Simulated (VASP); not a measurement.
A run of VASP 6.6.1 is set up as follows.

File INCAR:

```
SYSTEM = Pb
PREC = Accurate
ENCUT = 520
EDIFF = 1E-6
ISMEAR = -1
SIGMA = 0.08
LREAL = .False.
LASPH = .True.
NELM = 100
ALGO = Normal
ISIF = 2
LWAVE = .False.
LCHARG = .False.
GGA = PS
NBANDS = 21
```

Contents of KPOINTS:

```
Automatic mesh
0
Gamma
  14 14 8
  0 0 0
```

POSCAR

```
Pb
1.0
    3.5496007044      0.0000000000      0.0000000000
   -1.7748003522      3.0740443833      0.0000000000
    0.0000000000      0.0000000000      5.5900000000
Pb
2
Direct
    0.3333333333      0.6666666667      0.2500000000
    0.6666666667      0.3333333333      0.7500000000
```

Potentials or basis: VASP PAW PBE potentials, release 64 (Pb_d).

Run with:

```console
$ cat potpaw_PBE.64/Pb_d/POTCAR > POTCAR
$ mpirun -np 1 vasp_std > vasp.out
```

**Question.** What does it give for the band gap on the k mesh?

**Answer.** Zero (band 14 reaches 12.22 eV, above the bottom of band 15 at 5.28 eV).

**Question.** What does it give for the pressure?

**Answer.** -0.8 GPa.

Stress tensor (GPa, compression positive):
```
-1.59  0.00  0.00
 0.00 -1.59  0.00
 0.00  0.00  0.67
```

Caveat: the cell differs from its parent crystal (equal xx and yy strain of +2 %); the PAW data sets were made with another functional, which shifts forces and pressure a little; spin-orbit coupling is left out, which moves the levels of the heavy elements.
